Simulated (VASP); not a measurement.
# CaO (Fm-3m) in VASP: notebook, part 3 of 3

VASP 6.6.1. Earlier steps stand in the parts before.

**5. Single point, PBE (volume changed by +5%)**

Contents of INCAR:

```
SYSTEM = CaO
PREC = Accurate
ENCUT = 520
EDIFF = 1E-6
ISMEAR = 0
SIGMA = 0.01
LREAL = .FALSE.
LASPH = .TRUE.
NELM = 100
ALGO = Normal
ISIF = 2
LWAVE = .FALSE.
LCHARG = .FALSE.
GGA = PE
NBANDS = 15
```

Contents of KPOINTS:

```
Automatic mesh
0
G
  6 6 6
  0 0 0
```

Contents of POSCAR:

```
CaO
1.0
    0.0000000000      2.4368634435      2.4368634435
    2.4368634435      0.0000000000      2.4368634435
    2.4368634435      2.4368634435      0.0000000000
Ca O
1 1
Direct
    0.0000000000      0.0000000000      0.0000000000
    0.5000000000      0.5000000000      0.5000000000
```

Potentials or basis: VASP PAW PBE potentials, release 64 (Ca_sv, O).

Started as:

```sh
cat potpaw_PBE.64/Ca_sv/POTCAR potpaw_PBE.64/O/POTCAR > POTCAR
mpirun -np 1 vasp_std > vasp.out
```

OUTCAR:

```text
SYSTEM = CaO
   PREC = Accurate
   ENCUT = 520
   EDIFF = 1E-6
   ISMEAR = 0
   LREAL = .FALSE.
   LASPH = .TRUE.
   NELM = 100
   ISIF = 2
   GGA = PE

 ion  position               nearest neighbor table
   1  0.000  0.000  0.000-   2 2.44   2 2.44   2 2.44   2 2.44   2 2.44   2 2.44
   2  0.500  0.500  0.500-   1 2.44   1 2.44   1 2.44   1 2.44   1 2.44   1 2.44

  LATTYP: Found a face centered cubic cell.
 ALAT       =     4.8737268870

  Lattice vectors:

 A1 = (   0.0000000000,   2.4368634435,   2.4368634435)
 A2 = (   2.4368634435,   0.0000000000,   2.4368634435)
 A3 = (   2.4368634435,   2.4368634435,   0.0000000000)

Analysis of symmetry for initial positions (statically):
=====================================================================
 Subroutine PRICEL returns:
 Original cell was already a primitive cell.

 Routine SETGRP: Setting up the symmetry group for a
 face centered cubic supercell.

 Subroutine GETGRP returns: Found 48 space group operations
 (whereof 48 operations were pure point group operations)
 out of a pool of 48 trial point group operations.

The static configuration has the point symmetry O_h .

Analysis of symmetry for dynamics (positions and initial velocities):
=====================================================================
 Subroutine PRICEL returns:
 Original cell was already a primitive cell.

 Routine SETGRP: Setting up the symmetry group for a
 face centered cubic supercell.

 Subroutine GETGRP returns: Found 48 space group operations
 (whereof 48 operations were pure point group operations)
 out of a pool of 48 trial point group operations.

The dynamic configuration has the point symmetry O_h .

 Subroutine INISYM returns: Found 48 space group operations
 (whereof 48 operations are pure point group operations),
 and found     1 'primitive' translations

----------------------------------------------------------------------------------------

                                     Primitive cell

  volume of cell :      28.9417

  direct lattice vectors                    reciprocal lattice vectors
[... 109 lines left out ...]
 non-spin polarized calculation
 Gauss-broadening in eV      SIGMA  =   0.01
  energy-cutoff  :      520.00
  volume of cell :       28.94
 maximum number of plane-waves:       797
 NGX is ok and might be reduce to    28
   NGX = 13   NGY = 13   NGZ = 13

 number of electron      16.0000004 magnetization

 Free energy of the ion-electron system (eV)
  ---------------------------------------------------
  ext. energy  EPLUGINS =         0.00000000
  ---------------------------------------------------
  free energy    TOTEN  =       -12.80211599 eV

  energy without entropy =      -12.80211599  energy(sigma->0) =      -12.80211599

 E-fermi :   2.1828     XC(G=0): -10.2738

 val. band max:        2.1193657299   @ k =   0.0000   0.0000   0.0000
 cond. band min:       5.7618837152   @ k =   0.5000   0.5000   0.0000
 fundamental gap:      3.6425179853
 Fermi energy:         2.1827537685

 k-point     1 :       0.0000    0.0000    0.0000
  band No.  band energies     occupation
      1     -35.6926      2.00000
      2     -16.4842      2.00000
      3     -16.4842      2.00000
      4     -16.4842      2.00000
      5     -13.3325      2.00000
      6       2.1194      2.00000
      7       2.1194      2.00000
      8       2.1194      2.00000
      9       6.5016      0.00000
     10       8.2387      0.00000
     11       8.2387      0.00000
     12       8.2387      0.00000
     13       9.6710      0.00000
     14       9.6710      0.00000
[... 257 lines left out ...]
      2     -16.9255      2.00000
      3     -16.8002      2.00000
      4     -16.7640      2.00000
      5     -12.8558      2.00000
      6       0.9047      2.00000
      7       1.0927      2.00000
      8       1.3159      2.00000
      9       7.0760      0.00000
     10       9.5900      0.00000
     11      10.1648      0.00000
     12      11.3749      0.00000
     13      11.5194      0.00000
     14      14.6036      0.00000
     15      15.2216      0.00000

------------------------ aborting loop because EDIFF is reached ----------------------------------------

  FORCE on cell =-STRESS in cart. coord.  units (eV):
  Direction    XX          YY          ZZ          XY          YZ          ZX
  --------------------------------------------------------------------------------------
  -------------------------------------------------------------------------------------
  Total       -0.3932689     -0.3932689     -0.3932689      0.0000000      0.0000000      0.0000000
  in kB      -21.7709126    -21.7709126    -21.7709126      0.0000000      0.0000000      0.0000000
  external PRESSURE =     -21.7709126 kB  Pullay stress =       0.0000000 kB

 VOLUME and BASIS-vectors are now :
 -----------------------------------------------------------------------------
  energy-cutoff  :      520.00
  volume of cell :       28.94
      direct lattice vectors                 reciprocal lattice vectors
     0.000000000  2.436863444  2.436863444    -0.205181789  0.205181789  0.205181789
     2.436863444  0.000000000  2.436863444     0.205181789 -0.205181789  0.205181789
     2.436863444  2.436863444  0.000000000     0.205181789  0.205181789 -0.205181789

 POSITION                                       TOTAL-FORCE (eV/Angst)
 -----------------------------------------------------------------------------------
      0.00000      0.00000      0.00000         0.000000      0.000000     -0.000000
      2.43686      2.43686      2.43686         0.000000      0.000000      0.000000
 -----------------------------------------------------------------------------------
    total drift:                                0.000000      0.000000      0.000000

  FREE ENERGIE OF THE ION-ELECTRON SYSTEM (eV)
  ---------------------------------------------------
  free  energy   TOTEN  =       -12.8021159863 eV

  energy  without entropy=      -12.8021159863  energy(sigma->0) =      -12.80211599
```

OSZICAR:

```text
N       E                     dE             d eps       ncg     rms          rms(c)
DAV:   1     0.128197758776E+03    0.12820E+03   -0.83824E+03   480   0.109E+03
DAV:   2    -0.911859294857E+01   -0.13732E+03   -0.12834E+03   613   0.287E+02
DAV:   3    -0.143767675602E+02   -0.52582E+01   -0.52225E+01   565   0.588E+01
DAV:   4    -0.145124430976E+02   -0.13568E+00   -0.13558E+00   733   0.867E+00
DAV:   5    -0.145130425760E+02   -0.59948E-03   -0.59948E-03   544   0.585E-01    0.856E+00
DAV:   6    -0.128876283980E+02    0.16254E+01   -0.52746E+00   530   0.218E+01    0.372E+00
DAV:   7    -0.128054088380E+02    0.82220E-01   -0.43249E-01   530   0.661E+00    0.182E+00
DAV:   8    -0.128027395446E+02    0.26693E-02   -0.77479E-02   613   0.300E+00    0.410E-01
DAV:   9    -0.128014355416E+02    0.13040E-02   -0.44793E-03   508   0.543E-01    0.112E-01
DAV:  10    -0.128021415855E+02   -0.70604E-03   -0.80162E-04   544   0.250E-01    0.479E-02
DAV:  11    -0.128021158280E+02    0.25758E-04   -0.49037E-05   622   0.843E-02    0.622E-03
DAV:  12    -0.128021159863E+02   -0.15827E-06   -0.81505E-06   550   0.242E-02
   1 F= -.12802116E+02 E0= -.12802116E+02  d E =-.277823E-21
```

It took 4.9 s on 1 thread of Intel Xeon 6975P-C (Granite Rapids), shared host; peak memory 0.15 GiB.

Results:

- Free energy: -12.8021 eV
- Pressure: -2.2 GPa
- Band gap on the k mesh: 3.64 eV, indirect (least direct gap 4.02 eV)

Levels at points of the mesh, in eV from the valence-band top:
```csv
k point,band 5,band 6,band 7,band 8,band 9,band 10,band 11,band 12
"(0.00, 0.00, 0.00)",-15.45,0.00,0.00,0.00,4.38,6.12,6.12,6.12
"(0.50, 0.00, 0.00)",-14.42,-2.54,-1.12,-1.12,6.85,8.13,8.13,8.19
"(0.50, 0.50, 0.00)",-15.21,-1.31,-0.38,-0.38,3.64,7.74,8.65,9.25
```

**6. Single point, PBE (volume changed by +10%)**

Contents of INCAR:

```
PREC = Accurate
ENCUT = 520
EDIFF = 1E-6
ISMEAR = 0
SIGMA = 0.01
LREAL = F
LASPH = T
NELM = 100
ALGO = Normal
ISIF = 2
LWAVE = F
LCHARG = F
GGA = PE
NBANDS = 15
```

Contents of KPOINTS:

```
regular mesh
0
Gamma
  6 6 6
```

Contents of POSCAR:

```
CaO
1.0
    0.0000000000      2.4749455859      2.4749455859
    2.4749455859      0.0000000000      2.4749455859
    2.4749455859      2.4749455859      0.0000000000
Ca O
1 1
Direct
    0.0000000000      0.0000000000      0.0000000000
    0.5000000000      0.5000000000      0.5000000000
```

Potentials or basis: VASP PAW PBE potentials, release 64 (Ca_sv, O).

Started as:

```sh
cat potpaw_PBE.64/Ca_sv/POTCAR potpaw_PBE.64/O/POTCAR > POTCAR
mpirun -np 1 vasp_std > vasp.out
```

Wall time 5.3 s (1 thread of Intel Xeon 6975P-C (Granite Rapids), shared host); peak memory 0.15 GiB.

It converged, with:

```yaml
Free_energy: -12.7668 eV
Pressure: -6.2 GPa
Band_gap_on_the_k_mesh: 3.64 eV, indirect (least direct gap 4.03 eV)
```

Levels at points of the mesh, in eV from the valence-band top:
```tsv
k point	band 6	band 7	band 8	band 9	band 10	band 11
(0.00, 0.00, 0.00)	0.00	0.00	0.00	4.03	6.00	6.00
(0.50, 0.00, 0.00)	-2.44	-1.04	-1.04	6.64	7.84	7.87
(0.50, 0.50, 0.00)	-1.32	-0.39	-0.39	3.64	7.41	8.39
```

**7. Summary**

| cell | gap on the mesh (eV) | pressure (GPa) |
| --- | --- | --- |
| a = 3.274 Å, angles 60.0°, 2 atoms | 3.57 | 18.7 |
| a = 3.391 Å, angles 60.0°, 2 atoms | 3.63 | 3.1 |
| a = 3.333 Å, angles 60.0°, 2 atoms | 3.61 | 9.9 |
| a = 3.446 Å, angles 60.0°, 2 atoms | 3.64 | -2.2 |
| a = 3.500 Å, angles 60.0°, 2 atoms | 3.64 | -6.2 |

Alike in all rows: task single point; level PBE; potentials or basis VASP PAW PBE potentials, release 64 (Ca_sv, O); no spin polarisation; k mesh 6 × 6 × 6; cutoff (eV) 520; smearing gaussian 0.01 eV.

Absolute energies hang on the potentials; compare differences alone.
